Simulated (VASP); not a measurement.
HgTe (zincblende type), 2 atoms in the cell. The structure is cubic, space group F-43m (No. 216). The conventional cell has a = 6.045 Å, b = 6.045 Å, c = 6.045 Å, α = 90.00°, β = 90.00°, γ = 90.00°. Hg (site symmetry -43m) has 4 Te at 2.62 Å within 3.5 Å. Within 3.5 Å of Te (site symmetry -43m) lie 4 Hg at 2.62 Å.  This cell differs from its parent crystal: volume scaled by 0.8.

- Program: VASP 6.6.1
- Task: single point
- Functional: PBEsol
- Potentials or basis: VASP PAW PBE potentials, release 64 (Hg, Te)
- Cutoff: 520 eV
- k mesh: 12 × 12 × 12
- Occupations: fermi-dirac, width 0.05 eV
- Spin: no spin polarisation
- Dipole correction: no
- Further INCAR settings: ALGO = Normal; EDIFF = 1e-06; NBANDS = 16

Potentials or basis: VASP PAW PBE potentials, release 64 (Hg, Te).

The run is started by

```bash
$ cat potpaw_PBE.64/Hg/POTCAR potpaw_PBE.64/Te/POTCAR > POTCAR
$ mpirun -np 1 vasp_std > vasp.out
```

Hardware: 1 thread of Intel(R) Xeon(R) Platinum 8488C (Sapphire Rapids), with other jobs on the host.

Task: Estimate the wall time of this run.

Result: Wall time 23 s on 1 thread of Intel(R) Xeon(R) Platinum 8488C (Sapphire Rapids) (shared host), peak memory 0.22 GiB. Counts: scf iterations 13, k points 72.
